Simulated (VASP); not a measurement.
Wanted: the native input for a VASP 6.6.1 run.

- Task: single point
- Functional: r2SCAN
- Potentials or basis: VASP PAW PBE potentials, release 64 (Ta_pv, C)
- Cutoff: 520 eV
- k mesh: 9 × 9 × 5
- Occupations: gaussian, width 0.15 eV
- Spin: no spin polarisation
- Dipole correction: no
- Further INCAR settings: ALGO = Normal; EDIFF = 1e-06; NBANDS = 69

Crystal: Ta4C3.

```xyz
14
Lattice="0.0000 -4.4248 0.0000 0.0000 0.0000 -4.4248 8.8496 -1.3274 0.0000" Properties=species:S:1:pos:R:3 pbc="T T T"
Ta    7.7434   -2.2124   -2.2124
Ta    3.3186   -2.2124   -2.2124
Ta    1.1062    0.0000   -2.2124
Ta    5.5310    0.0000   -2.2124
Ta    1.1062   -2.2124   -4.4248
Ta    5.5310   -2.2124   -4.4248
Ta    3.3186   -4.4248   -4.4248
Ta    7.7434   -4.4248   -4.4248
C     1.1062    0.0000   -4.4248
C     5.5310    0.0000   -4.4248
C     7.7434   -2.2124   -4.4248
C     3.3186   -2.2124   -4.4248
C     3.3186   -4.4248   -2.2124
C     7.7434   -4.4248   -2.2124
```

This cell differs from its parent crystal: the part above a cut slid along it.

These files were run (other wordings do the same):

POSCAR

```
Ta4C3
1.0
    0.0000000000     -4.4247933841      0.0000000000
    0.0000000000      0.0000000000     -4.4247933841
    8.8495867682     -1.3274380152      0.0000000000
Ta C
8 6
Direct
    0.2375000000      0.5000000000      0.8750000000
    0.3875000000      0.5000000000      0.3750000000
   -0.0375000000      0.5000000000      0.1250000000
   -0.1875000000      0.5000000000      0.6250000000
    0.4625000000      1.0000000000      0.1250000000
    0.3125000000      1.0000000000      0.6250000000
    0.8875000000      1.0000000000      0.3750000000
    0.7375000000      1.0000000000      0.8750000000
   -0.0375000000      1.0000000000      0.1250000000
   -0.1875000000      1.0000000000      0.6250000000
    0.2375000000      1.0000000000      0.8750000000
    0.3875000000      1.0000000000      0.3750000000
    0.8875000000      0.5000000000      0.3750000000
    0.7375000000      0.5000000000      0.8750000000
```

INCAR.step1

```
SYSTEM = Ta4C3
PREC = Accurate ; ENCUT = 520
ISMEAR = 0 ; SIGMA = 0.15
LREAL = .FALSE. ; LASPH = .TRUE.
NELM = 80 ; NBANDS = 69
GGA = PE ; ALGO = Normal
EDIFF = 1E-4 ; LWAVE = .TRUE.
LCHARG = .FALSE. ; KPAR = 4
```

INCAR.step2

```
SYSTEM = Ta4C3
PREC = Accurate ; ENCUT = 520
EDIFF = 1E-6 ; ISMEAR = 0
SIGMA = 0.15 ; LREAL = .FALSE.
LASPH = .TRUE. ; NELM = 80
ALGO = Normal ; ISIF = 2
LWAVE = .FALSE. ; LCHARG = .FALSE.
METAGGA = R2SCAN ; LMIXTAU = .TRUE.
NBANDS = 69 ; ISTART = 1
KPAR = 4
```

KPOINTS

```
regular mesh
0
G
  9 9 5
  0 0 0
```

Potentials or basis: VASP PAW PBE potentials, release 64 (Ta_pv, C).

Command:

```console
$ cat potpaw_PBE.64/Ta_pv/POTCAR potpaw_PBE.64/C/POTCAR > POTCAR
$ cp INCAR.step1 INCAR
$ mpirun -np 4 vasp_std > vasp.out
$ cp INCAR.step2 INCAR
$ mpirun -np 4 vasp_std > vasp.out
```

It gave:

* Pressure: 7.4 GPa
* Largest force: 6.707 eV/Å
* Band gap on the k mesh: zero (bands 56 and 57 overlap by 0.76 eV)

Caveat: the cell differs from its parent crystal (the part above a cut slid along it); the stress differs along the axes, from 1 to 19 GPa; the PAW data sets were made with another functional, which shifts forces and pressure a little; spin-orbit coupling is left out, which moves the levels of the heavy elements.

It took 11 min on 4 MPI ranks on Intel(R) Xeon(R) 6975P-C (Granite Rapids), on a shared host, peak memory 0.99 GiB a rank.
